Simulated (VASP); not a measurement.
Write the native input for VASP 6.6.1 that does the following.

```yaml
Task: single point
Functional: PBEsol
Dispersion: D4
Potentials_or_basis: VASP PAW PBE potentials, release 64 (O)
Cutoff: 600 eV
k_mesh: 8 × 8 × 8
Occupations: fermi-dirac, width 0.1 eV
Spin: no spin polarisation
Dipole_correction: no
Further_INCAR_settings: ALGO = Normal; EDIFF = 1e-06; NBANDS = 13
```

The structure of O lies in POSCAR:

```
O
1.0
    0.0000000000      2.1708564400      2.1708564400
    2.1708564400      0.0000000000      2.1708564400
    2.1708564400      2.1708564400      0.0000000000
O
2
Direct
    0.2500000000      0.2500000000      0.2500000000
    0.0000000000      0.0000000000      0.0000000000
```

The input as run:

INCAR

```
SYSTEM = O
PREC = Accurate
ENCUT = 600
EDIFF = 1E-6
ISMEAR = -1
SIGMA = 0.1
LREAL = .False.
LASPH = .True.
NELM = 120
ALGO = Normal
ISIF = 2
LWAVE = .False.
LCHARG = .False.
GGA = PS
IVDW = 13
NBANDS = 13
GGA_COMPAT = .False.
```

KPOINTS

```
Automatic mesh
0
Gamma
  8 8 8
  0 0 0
```

Potentials or basis: VASP PAW PBE potentials, release 64 (O).

Run with:

```bash
$ cat potpaw_PBE.64/O/POTCAR > POTCAR
$ mpirun -np 1 vasp_std > vasp.out
```

It gave:

```json
{
 "Pressure": "-0.9 GPa",
 "Band gap on the k mesh": "zero (band 6 reaches 1.26 eV, above the bottom of band 7 at 0.12 eV)",
 "Dispersion energy per atom": "-0.049 eV"
}
```

Caveat: the PAW data sets were made with another functional, which shifts forces and pressure a little; pairwise dispersion overbinds metals, which lowers pressure and volume.

Run time: 20 s on 1 thread of Intel Xeon 8259CL (shared host), peak memory 0.15 GiB.
